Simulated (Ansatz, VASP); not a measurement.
**One calculation of MgZr2N, two programs**

```xyz
4
Lattice="4.5497 0.0000 0.0000 -2.2749 3.9402 0.0000 0.0000 0.0000 3.9409" Properties=species:S:1:pos:R:3 pbc="T T T"
Mg    0.0000    0.0000    0.0000
Zr    0.0000    2.6268    1.9705
Zr    2.2749    1.3134    1.9705
N     0.0000    0.0000    1.9705
```

Alike in both runs: functional PBE; k mesh 12 × 12 × 12; occupations gaussian, width 0.1 eV; no spin polarisation.

Ansatz relaxed the structure, and its values are those at the end. VASP's run is a single point on that final structure, the one shown.

|  | VASP | Ansatz |
| --- | --- | --- |
| version | VASP 6.6.1 | Ansatz 0.2.0 |
| potentials or method | VASP PAW PBE potentials, release 64 (Mg, Zr_sv, N), cutoff 520 eV | scalar-relativistic, plane waves, PAW |
| valence electrons in the cell | 31 | 39 |

```tsv
	VASP	Ansatz	Ansatz less VASP
gap on the k mesh at the Fermi level (eV)	none	none	-
pressure (GPa)	0.0	0.0	-0.02
```

A gap of «none» marks a metal or a gap that the smearing closes. With one functional, cell and mesh, what is left measures potentials, basis and numerics. VASP's potentials hold 31 valence electrons a cell and Ansatz's 39, so a difference there can come from the potentials and not from the codes.
